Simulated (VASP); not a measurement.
Input of a VASP 6.6.1 run:

File INCAR:

```
PREC = Accurate
ENCUT = 520
EDIFF = 1E-6
ISMEAR = 0
SIGMA = 0.05
LREAL = F
LASPH = T
NELM = 60
ALGO = Normal
ISIF = 2
LWAVE = F
LCHARG = F
GGA = PE
NBANDS = 12
```

File KPOINTS:

```
Automatic mesh
0
Gamma
  8 8 8
```

The input POSCAR:

```
LiCl
1.0
    0.0000000000      2.5647600000      2.5647600000
    2.5391124000      0.0000000000      2.5647600000
    2.5391124000      2.5647600000      0.0000000000
Li Cl
1 1
Direct
    0.0000000000      0.0000000000      0.0000000000
    0.5000000000      0.5000000000      0.5000000000
```

Potentials or basis: VASP PAW PBE potentials, release 64 (Li_sv, Cl).

The run is started by

```console
$ cat potpaw_PBE.64/Li_sv/POTCAR potpaw_PBE.64/Cl/POTCAR > POTCAR
$ mpirun -np 1 vasp_std > vasp.out
```

Problem. Estimate the band gap on the k mesh.

Solution. 6.39 eV, direct.

Caveat: the cell differs from its parent crystal (strain -0.0100 x Voigt [1, 0, 0, 0, 0, 0]). A k mesh can miss the band edges.
